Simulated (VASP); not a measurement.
Here is a VASP 6.6.1 calculation.

File INCAR:

```
  ALGO = Fast
  EDIFF = 1E-7
  ENCUT = 520
  GGA = PE
  ISIF = 2
  ISMEAR = 0
  LASPH = True
  LCHARG = False
  LREAL = False
  LWAVE = False
  NBANDS = 41
  NELM = 100
  PREC = Accurate
  SIGMA = 0.1
```

The input KPOINTS:

```
k-points
0
Gamma
  6 6 2
```

Contents of POSCAR:

```
Ir2Ru
1.0
    2.7621974705      0.0000000000      0.0000000000
   -1.3810987352      2.3921331797      0.0000000000
    0.0000000000      0.0000000000     13.0068200681
Ru Ir
2 4
Direct
    0.6666666667      0.3333333333      0.9199745937
    0.3333333333      0.6666666667      0.0800254063
    0.6666666667      0.3333333333      0.2448927103
    0.6666666667      0.3333333333      0.5847905320
    0.3333333333      0.6666666667      0.7551072897
    0.3333333333      0.6666666667      0.4152094680
```

Potentials or basis: VASP PAW PBE potentials, release 64 (Ru_pv, Ir).

Launch:

```bash
$ cat potpaw_PBE.64/Ru_pv/POTCAR potpaw_PBE.64/Ir/POTCAR > POTCAR
$ mpirun -np 1 vasp_std > vasp.out
```

(1) Predict the largest force.

(2) Predict the band gap on the k mesh.

(3) What does it give for the pressure?

Answers

(1) 0.022 eV/Å.

(2) zero (bands 32 and 33 overlap by 2.51 eV).

(3) 0.3 GPa.

Caveat: the k points lie up to 0.44 Å⁻¹ apart, too coarse for converged energies and pressures of a metal; spin-orbit coupling is left out, which moves the levels of the heavy elements.
